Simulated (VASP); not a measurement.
# Si33C32 (a cell with a defect): single point with PBEsol

The system is Si33C32 (a cell with a defect).

```
CELL_PARAMETERS angstrom
8.71371 0.00000 0.00000
0.00000 8.71371 0.00000
0.00000 0.00000 8.71371
ATOMIC_POSITIONS crystal
Si 0.00004 0.00007 0.00046
Si 0.99991 0.99990 0.49851
Si 0.00008 0.50006 0.00238
Si 0.99999 0.50016 0.49671
Si 0.50005 0.00008 0.00238
Si 0.50014 0.00002 0.49671
Si 0.49973 0.49979 0.02246
Si 0.50040 0.50039 0.47705
Si 0.24900 0.24901 0.00067
Si 0.24777 0.24780 0.49723
Si 0.24749 0.75215 0.00160
Si 0.24901 0.75121 0.49847
Si 0.75211 0.24751 0.00156
Si 0.75120 0.24903 0.49848
Si 0.75124 0.75126 0.00071
Si 0.75215 0.75214 0.49691
Si 0.24905 0.99991 0.24935
Si 0.24724 0.00003 0.74962
Si 0.24725 0.50018 0.24949
Si 0.22759 0.50041 0.74987
Si 0.75101 0.00009 0.24951
Si 0.75292 0.00006 0.74948
Si 0.75292 0.50006 0.24950
Si 0.77302 0.49982 0.74925
Si 0.99989 0.24907 0.24935
Si 0.99999 0.24727 0.74960
Si 0.00004 0.75104 0.24951
Si 0.00008 0.75294 0.74949
Si 0.50013 0.24727 0.24946
Si 0.50036 0.22762 0.74983
Si 0.50004 0.75294 0.24953
Si 0.49979 0.77303 0.74920
Si 0.50083 0.50079 0.75022
C 0.12524 0.12526 0.12509
C 0.12600 0.12602 0.62529
C 0.12569 0.62535 0.12456
C 0.12213 0.62813 0.62238
C 0.62533 0.12570 0.12456
C 0.62813 0.12215 0.62239
C 0.62799 0.62802 0.12807
C 0.62264 0.62272 0.62779
C 0.37259 0.37261 0.12852
C 0.37896 0.37895 0.62842
C 0.37569 0.87478 0.12423
C 0.37259 0.87907 0.62207
C 0.87477 0.37569 0.12423
C 0.87902 0.37263 0.62208
C 0.87561 0.87565 0.12510
C 0.87478 0.87478 0.62513
C 0.37582 0.12601 0.37546
C 0.37293 0.12215 0.87760
C 0.37294 0.62813 0.37161
C 0.37826 0.62260 0.87207
C 0.87563 0.12526 0.37473
C 0.87508 0.12569 0.87478
C 0.87508 0.62533 0.37514
C 0.87863 0.62804 0.87749
C 0.12600 0.37584 0.37547
C 0.12213 0.37292 0.87760
C 0.12526 0.87563 0.37472
C 0.12568 0.87509 0.87480
C 0.62815 0.37294 0.37159
C 0.62261 0.37831 0.87214
C 0.62533 0.87510 0.37515
C 0.62800 0.87862 0.87748
```

```
Program             : VASP 6.6.1
Task                : single point
Functional          : PBEsol
Potentials or basis : VASP PAW PBE potentials, release 64 (Si, C)
Cutoff              : 520 eV
k mesh              : 1 × 1 × 1, shifted
Occupations         : fermi-dirac, width 0.05 eV
Spin                : collinear spin
```

- Largest force: 0.202 eV/Å
- Net moment: -0.01 μB per cell
- Valence electrons inside the program's atomic spheres: Si 1.67, 1.66, 1.68, 1.64, 1.71 (each value once); C 2.54, 2.55, 2.49 (each value once)

Forces in eV/Å, atoms in the order of the input:
```
Si   0.068  0.067  0.089
Si   0.084  0.085  0.085
Si   0.038  0.074  0.053
Si   0.102  0.073  0.046
Si   0.075  0.039  0.053
Si   0.075  0.101  0.045
Si   0.135  0.132  0.071
Si   0.003  0.004  0.043
Si   0.028  0.028  0.052
Si   0.061  0.057  0.064
Si   0.096  0.099  0.099
Si   0.029  0.052  0.033
Si   0.101  0.094  0.104
Si   0.052  0.028  0.030
Si   0.030  0.032  0.034
Si   0.098  0.101  0.101
Si   0.081  0.084  0.085
Si   0.040  0.100  0.074
Si   0.039  0.070  0.100
Si   0.045 -0.001  0.000
Si   0.088  0.066  0.068
Si   0.055  0.041  0.078
Si   0.054  0.074  0.040
Si   0.069  0.130  0.131
Si   0.085  0.080  0.085
Si   0.102  0.038  0.074
Si   0.068  0.087  0.068
Si   0.038  0.055  0.078
Si   0.076  0.038  0.102
Si   0.005  0.039  0.004
Si   0.077  0.054  0.039
Si   0.128  0.068  0.135
Si  -0.036 -0.030 -0.027
C   -0.060 -0.059 -0.067
C   -0.084 -0.082 -0.076
C   -0.041 -0.097 -0.073
C   -0.058 -0.052 -0.075
C   -0.098 -0.039 -0.074
C   -0.055 -0.057 -0.075
C   -0.070 -0.069 -0.022
C   -0.053 -0.061 -0.013
C   -0.064 -0.062 -0.077
C   -0.088 -0.084 -0.087
C   -0.105 -0.046 -0.039
C   -0.060 -0.076 -0.058
C   -0.048 -0.103 -0.040
C   -0.073 -0.061 -0.058
C   -0.065 -0.067 -0.060
C   -0.047 -0.048 -0.092
C   -0.077 -0.079 -0.087
C   -0.082 -0.058 -0.054
C   -0.083 -0.045 -0.066
C   -0.005 -0.050 -0.061
C   -0.071 -0.057 -0.069
C   -0.078 -0.040 -0.106
C   -0.075 -0.095 -0.049
C   -0.030 -0.076 -0.082
C   -0.081 -0.074 -0.089
C   -0.059 -0.080 -0.055
C   -0.059 -0.070 -0.068
C   -0.041 -0.076 -0.106
C   -0.048 -0.082 -0.064
C   -0.055 -0.007 -0.068
C   -0.098 -0.077 -0.047
C   -0.074 -0.030 -0.083
```

Levels at points of the mesh, in eV from the Fermi level:
Spin up:
```csv
k point,band 127,band 128,band 129,band 130,band 131,band 132
"(0.25, 0.25, 0.25)",-2.19,-2.19,-0.06,0.02,0.02,1.32
```
Spin down:
| k point | band 126 | band 127 | band 128 | band 129 | band 130 | band 131 | band 132 | band 133 |
| --- | --- | --- | --- | --- | --- | --- | --- | --- |
| (0.25, 0.25, 0.25) | -2.51 | -2.19 | -2.19 | -0.06 | 0.02 | 0.02 | 1.32 | 1.32 |

Wall time 84 min on 1 thread of Oxide Virtual Turin-like Processor, with other jobs on the host, peak memory 1.2 GiB.

Caveat: the cell carries a net charge on a neutralising background, which shifts energy and pressure; the cell is charged against a uniform background, so pressure and absolute levels hang on convention; the PAW data sets were made with another functional, which shifts forces and pressure a little.
